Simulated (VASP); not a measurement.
# Pt (Fm-3m) in VASP: a series of runs, part 2 of 3

VASP 6.6.1. The steps go on from the part before.

## (3) Single point, PBE

File INCAR:

```
SYSTEM = Pt
ALGO = Normal ; EDIFF = 1E-6
ENCUT = 500 ; GGA = PE
GGA_COMPAT = .False. ; ISIF = 2
ISMEAR = 0 ; LASPH = .True.
LCHARG = .False. ; LREAL = .False.
LWAVE = .False. ; NBANDS = 11
NELM = 120 ; PREC = Accurate
SIGMA = 0.3
```

File KPOINTS:

```
k-points
0
Gamma
  13 13 13
  0 0 0
```

File POSCAR:

```
Pt
1.0
    0.0000000000      1.9609000000      1.9609000000
    1.9609000000      0.0000000000      1.9609000000
    1.9609000000      1.9609000000      0.0000000000
Pt
1
Direct
    0.0000000000      0.0000000000      0.0000000000
```

Potentials or basis: VASP PAW PBE potentials, release 64 (Pt).

Command:

```sh
> cat potpaw_PBE.64/Pt/POTCAR > POTCAR
> mpirun -np 1 vasp_std > vasp.out
```

OUTCAR:

```text
SYSTEM = Pt
   EDIFF = 1E-6
   ENCUT = 500
   GGA = PE
   ISIF = 2
   ISMEAR = 0
   LASPH = .True.
   LREAL = .False.
   NELM = 120
   PREC = Accurate

 ion  position               nearest neighbor table
   1  0.000  0.000  0.000-

  LATTYP: Found a face centered cubic cell.
 ALAT       =     3.9218000000

  Lattice vectors:

 A1 = (   0.0000000000,   1.9609000000,   1.9609000000)
 A2 = (   1.9609000000,   0.0000000000,   1.9609000000)
 A3 = (   1.9609000000,   1.9609000000,   0.0000000000)

Analysis of symmetry for initial positions (statically):
=====================================================================
 Subroutine PRICEL returns:
 Original cell was already a primitive cell.

 Routine SETGRP: Setting up the symmetry group for a
 face centered cubic supercell.

 Subroutine GETGRP returns: Found 48 space group operations
 (whereof 48 operations were pure point group operations)
 out of a pool of 48 trial point group operations.

The static configuration has the point symmetry O_h .

Analysis of symmetry for dynamics (positions and initial velocities):
=====================================================================
 Subroutine PRICEL returns:
 Original cell was already a primitive cell.

 Routine SETGRP: Setting up the symmetry group for a
 face centered cubic supercell.

 Subroutine GETGRP returns: Found 48 space group operations
 (whereof 48 operations were pure point group operations)
 out of a pool of 48 trial point group operations.

The dynamic configuration has the point symmetry O_h .

 Subroutine INISYM returns: Found 48 space group operations
 (whereof 48 operations are pure point group operations),
 and found     1 'primitive' translations

----------------------------------------------------------------------------------------

                                     Primitive cell

  volume of cell :      15.0798

  direct lattice vectors                    reciprocal lattice vectors
     0.000000000  1.960900000  1.960900000    -0.254984956  0.254984956  0.254984956
     1.960900000  0.000000000  1.960900000     0.254984956 -0.254984956  0.254984956
     1.960900000  1.960900000  0.000000000     0.254984956  0.254984956 -0.254984956

  length of vectors
     2.773131374  2.773131374  2.773131374     0.441646899  0.441646899  0.441646899

  position of ions in fractional coordinates (direct lattice)
     0.000000000  0.000000000  0.000000000

  ion indices of the primitive-cell ions
   primitive index   ion index
                 1           1

----------------------------------------------------------------------------------------

 KPOINTS: k-points

Automatic generation of k-mesh.
 Grid dimensions read from file:
 generate k-points for:   13   13   13

 Generating k-lattice:

  Cartesian coordinates                     Fractional coordinates (reciprocal lattice)
    -0.019614227  0.019614227  0.019614227     0.076923077  0.000000000  0.000000000
     0.019614227 -0.019614227  0.019614227     0.000000000  0.076923077  0.000000000
     0.019614227  0.019614227 -0.019614227     0.000000000  0.000000000  0.076923077

  Length of vectors
     0.033972838  0.033972838  0.033972838

  Shift w.r.t. Gamma in fractional coordinates (k-lattice)
     0.000000000  0.000000000  0.000000000

 Subroutine IBZKPT returns following result:
 ===========================================

 Found     84 irreducible k-points:

 Following reciprocal coordinates:
            Coordinates               Weight
  0.000000  0.000000  0.000000      1.000000
  0.076923  0.000000  0.000000      8.000000
  0.153846  0.000000  0.000000      8.000000
  0.230769  0.000000  0.000000      8.000000
  0.307692  0.000000  0.000000      8.000000
  0.384615  0.000000  0.000000      8.000000
[... 16 lines left out ...]
  0.384615  0.153846  0.000000     24.000000
  0.461538  0.153846  0.000000     24.000000
 [... further k-points ...]
   k-points           NKPTS =     84   k-points in BZ     NKDIM =     84   number of bands    NBANDS=     11
   number of dos      NEDOS =    301   number of ions     NIONS =      1
   total plane-waves  NPLWV =   8000
   dimension x,y,z NGX =    20 NGY =   20 NGZ =   20
   dimension x,y,z NGXF=    40 NGYF=   40 NGZF=   40
   ions per type =               1
   NGX,Y,Z   is equivalent  to a cutoff of  11.99, 11.99, 11.99 a.u.
   NGXF,Y,Z  is equivalent  to a cutoff of  23.98, 23.98, 23.98 a.u.
 SYSTEM =  Pt
   PREC   = accura    normal or accurate (medium, high low for compatibility)
   ISTART =      0    job   : 0-new  1-cont  2-samecut
   ICHARG =      2    charge: 1-file 2-atom 10-const
   ISPIN  =      1    spin polarized calculation?
   LNONCOLLINEAR =      F non collinear calculations
   LSORBIT =      F    spin-orbit coupling
   LASPH  =      T    aspherical Exc in radial PAW
   ENCUT  =  500.0 eV  36.75 Ry    6.06 a.u.   5.06  5.06  5.06*2*pi/ulx,y,z
   NELM   =    120;   NELMIN=  2; NELMDL= -5     # of ELM steps
   EDIFF  = 0.1E-05   stopping-criterion for ELM
   LREAL  =      F    real-space projection
[... 7 lines left out ...]
   TEBEG  =    0.0;   TEEND  =   0.0 temperature during run
   PSTRESS=    0.0 pullay stress
   NELECT =      10.0000    total number of electrons
   NUPDOWN=      -1.0000    fix difference up-down
   EMIN   =  10.00;   EMAX   =-10.00  energy-range for DOS
   EFERMI =   0.00;   METHOD = LEGACY
   ISMEAR =     0;   SIGMA  =   0.30  broadening in eV -4-tet -1-fermi 0-gaus
   EFERMI_NEDOS =   21; number of points for ismear=-14 and -15
   IALGO  =     38    algorithm
   IMIX   =      4    mixing-type and parameters
     AMIX     =   0.40;   BMIX     =  1.00
     AMIX_MAG =   1.60;   BMIX_MAG =  1.00
  volume/ion in A,a.u.               =      15.08       101.76
  Fermi-wavevector in a.u.,A,eV,Ry     =   1.427609  2.697791 27.729605  2.038068
  Thomas-Fermi vector in A             =   2.547760
   LORBIT       =      0    0 simple, 1 ext, 2 COOP (PROOUT), +10 PAW based schemes
   GGA     = PE    functional components
   LHFCALC =     F    Hartree Fock is set to
   AEXX    =    0.0000 exact exchange contribution
   IVDW    =     0    specifies the selected vdW correction
   LEPSILON=     F    determine dielectric tensor
   LRPA    =     F    only Hartree local field effects (RPA)
 non-spin polarized calculation
 Gauss-broadening in eV      SIGMA  =   0.30
  energy-cutoff  :      500.00
  volume of cell :       15.08
 maximum number of plane-waves:       388
   NGX = 11   NGY = 11   NGZ = 11

 number of electron      10.0000001 magnetization

 Free energy of the ion-electron system (eV)
  ---------------------------------------------------
  ext. energy  EPLUGINS =         0.00000000
  ---------------------------------------------------
  free energy    TOTEN  =        -6.11863798 eV

  energy without entropy =       -6.03950251  energy(sigma->0) =       -6.07907024

 E-fermi :  11.2649     XC(G=0): -13.4925

 val. band max:       11.2629185947   @ k =  -0.4615   0.3077   0.0769
 cond. band min:      11.2825423303   @ k =   0.3846   0.3077   0.0769
 fundamental gap:      0.0196237356
 Fermi energy:        11.2649125548

 k-point     1 :       0.0000    0.0000    0.0000
  band No.  band energies     occupation
      1       1.0494      2.00000
      2       7.4751      2.00000
      3       7.4751      2.00000
      4       7.4751      2.00000
      5       9.6282      2.00000
      6       9.6282      2.00000
      7      25.9082      0.00000
      8      30.8726      0.00000
      9      30.8726      0.00000
     10      30.8726      0.00000
     11      36.2178      0.00000

 k-point     2 :       0.0769    0.0000    0.0000
  band No.  band energies     occupation
      1       1.2865      2.00000
      2       7.3711      2.00000
      3       7.5679      2.00000
      4       7.5679      2.00000
      5       9.5775      2.00000
      6       9.5775      2.00000
      7      26.2742      0.00000
      8      29.7084      0.00000
      9      31.2376      0.00000
     10      31.2376      0.00000
     11      37.4527      0.00000
[... 295 lines left out ...]
 k-point    24 :       0.4615    0.1538    0.0000
  band No.  band energies     occupation
      1       4.5917      2.00000
      2       6.9439      2.00000
      3       7.8469      2.00000
      4       8.1469      2.00000
      5      11.3569      0.66463
      6      12.7329      0.00000
      7      18.8485      0.00000
      8      26.7158      0.00000
      9      28.7960      0.00000
     10      29.7899      0.00000
     11      38.2726      0.00000

 [... further k-points ...]

------------------------ aborting loop because EDIFF is reached ----------------------------------------

  FORCE on cell =-STRESS in cart. coord.  units (eV):
  Direction    XX          YY          ZZ          XY          YZ          ZX
  --------------------------------------------------------------------------------------
  -------------------------------------------------------------------------------------
  Total        0.9476105      0.9476105      0.9476105      0.0000000      0.0000000     -0.0000000
  in kB      100.6802113    100.6802113    100.6802113      0.0000000      0.0000000     -0.0000000
  external PRESSURE =     100.6802113 kB  Pullay stress =       0.0000000 kB

 VOLUME and BASIS-vectors are now :
 -----------------------------------------------------------------------------
  energy-cutoff  :      500.00
  volume of cell :       15.08
      direct lattice vectors                 reciprocal lattice vectors
     0.000000000  1.960900000  1.960900000    -0.254984956  0.254984956  0.254984956
     1.960900000  0.000000000  1.960900000     0.254984956 -0.254984956  0.254984956
     1.960900000  1.960900000  0.000000000     0.254984956  0.254984956 -0.254984956

 POSITION                                       TOTAL-FORCE (eV/Angst)
 -----------------------------------------------------------------------------------
      0.00000      0.00000      0.00000         0.000000     -0.000000     -0.000000
 -----------------------------------------------------------------------------------
    total drift:                               -0.000000     -0.000000     -0.000000

  FREE ENERGIE OF THE ION-ELECTRON SYSTEM (eV)
  ---------------------------------------------------
  free  energy   TOTEN  =        -6.1186379776 eV

  energy  without entropy=       -6.0395025093  energy(sigma->0) =       -6.07907024
```

OSZICAR:

```text
N       E                     dE             d eps       ncg     rms          rms(c)
DAV:   1     0.396468897706E+02    0.39647E+02   -0.52395E+03  1896   0.818E+02
DAV:   2    -0.590410454793E+01   -0.45551E+02   -0.43680E+02  2108   0.175E+02
DAV:   3    -0.649513084778E+01   -0.59103E+00   -0.58437E+00  2151   0.192E+01
DAV:   4    -0.649747603450E+01   -0.23452E-02   -0.23449E-02  2145   0.142E+00
DAV:   5    -0.649749499132E+01   -0.18957E-04   -0.18958E-04  2174   0.119E-01    0.130E+01
DAV:   6    -0.616217459949E+01    0.33532E+00   -0.74483E-01  1986   0.693E+00    0.690E+00
DAV:   7    -0.612221590814E+01    0.39959E-01   -0.14762E-01  2142   0.300E+00    0.253E+00
DAV:   8    -0.611884474691E+01    0.33712E-02   -0.64995E-03  2028   0.698E-01    0.575E-01
DAV:   9    -0.611863474254E+01    0.21000E-03   -0.16998E-04  2067   0.115E-01    0.465E-02
DAV:  10    -0.611863810638E+01   -0.33638E-05   -0.45659E-06  2321   0.163E-02    0.485E-03
DAV:  11    -0.611863797765E+01    0.12873E-06   -0.31721E-08  1146   0.170E-03
   1 F= -.61186380E+01 E0= -.60790702E+01  d E =-.791355E-01
```

Wall time 7.6 s (1 thread of AMD EPYC 7R13 (Zen 3), shared host); peak memory 0.1 GiB.

Results:

```
Free energy            : -6.1186 eV
Pressure               : 10.1 GPa
Band gap on the k mesh : zero (bands 5 and 6 overlap by 2.17 eV)
```

Caveat: the cell stands under pressure; so wide a smearing shifts energies and pressures; spin-orbit coupling is left out, which moves the levels of the heavy elements.

(Continued in part 3 of 3.)
